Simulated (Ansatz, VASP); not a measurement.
# LuGaAs2 in VASP and in Ansatz

```
CELL_PARAMETERS angstrom
3.89763 0.00000 0.00000
0.00000 3.89763 0.00000
0.00000 0.00000 5.71187
ATOMIC_POSITIONS crystal
Ga 0.00000 0.00000 0.00000
As 0.00000 0.00000 0.50000
As 0.50000 0.50000 0.00000
Lu 0.50000 0.50000 0.50000
```

Alike in both runs: task single point; functional PBE; k mesh 6 × 6 × 4; occupations fermi-dirac, width 0.02 eV; no spin polarisation.

```csv
,VASP,Ansatz
version,VASP 6.6.1,Ansatz 0.2.0
potentials or method,"VASP PAW PBE potentials, release 64 (Ga_d, As, Lu)","plane waves, PAW"
plane-wave cutoff (eV),520,420
valence electrons in the cell,48,68
```

|  | VASP | Ansatz | Ansatz less VASP |
| --- | --- | --- | --- |
| pressure (GPa) | 2.0 | 1.7 | -0.28 |

With one functional, cell and mesh, what is left measures potentials, basis and numerics. VASP's potentials hold 48 valence electrons a cell and Ansatz's 68, so a difference there can come from the potentials and not from the codes.

Neither program's run includes spin-orbit coupling.
